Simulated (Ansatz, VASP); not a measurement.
## Two plane-wave programs on B4WC

```xyz
6
Lattice="0.0000 2.8421 2.8421 2.8421 0.0000 2.8421 2.8421 2.8421 0.0000" Properties=species:S:1:pos:R:3 pbc="T T T"
B     3.5400    2.1443    2.1443
B     3.5400    3.5400    3.5400
B     2.1443    3.5400    2.1443
B     2.1443    2.1443    3.5400
W     0.0000    0.0000    0.0000
C     1.4211    1.4211    1.4211
```

Alike in both runs: functional PBE; k mesh 12 × 12 × 12; occupations gaussian, width 0.1 eV; no spin polarisation.

Ansatz relaxed the structure, and its values are those at the end. VASP's run is a single point on that final structure, the one shown.

|  | VASP | Ansatz |
| --- | --- | --- |
| version | VASP 6.6.1 | Ansatz 0.2.0 |
| potentials or method | VASP PAW PBE potentials, release 64 (B, W_sv, C), cutoff 520 eV | scalar-relativistic, plane waves, PAW |
| valence electrons in the cell | 30 | 30 |

Ansatz gave:

```
gap on the k mesh at the Fermi level (eV) : none
pressure (GPa)                            : 0.0
```

Q: What did VASP give for the same quantities?

A: gap on the k mesh at the Fermi level (eV): none; pressure (GPa): 0.4.

A gap of «none» marks a metal or a gap that the smearing closes. With one functional, cell and mesh, what is left measures potentials, basis and numerics.

Spin-orbit coupling is off throughout.
